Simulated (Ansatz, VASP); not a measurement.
**One calculation of AgCl, two programs**

```
Ag Cl
1.0
     3.39559    0.00000    0.00000
     0.00000    3.39559    0.00000
     0.00000    0.00000    3.39559
Ag Cl
1 1
Direct
  0.00000 0.00000 0.00000
  0.50000 0.50000 0.50000
```

Alike in both runs: task single point; functional PBE; dispersion D4; k mesh 6 × 6 × 6; no spin polarisation.

```csv
,VASP,Ansatz
version,VASP 6.6.1,Ansatz 0.2.0
potentials or method,"VASP PAW PBE potentials, release 64 (Ag, Cl)",plane waves
plane-wave cutoff (eV),500,420
occupations,"gaussian, width 0.01 eV",fixed
valence electrons in the cell,18,26
```

Ansatz gave:

| Property | Result |
| --- | --- |
| gap on the k mesh at the Fermi level (eV) | 0.58 |
| pressure (GPa) | -1.1 |

Task: Which values does VASP return?

Result: gap on the k mesh at the Fermi level (eV): 0.58; pressure (GPa): -1.2.

VASP's potentials hold 18 valence electrons a cell and Ansatz's 26, so a difference there can come from the potentials and not from the codes.
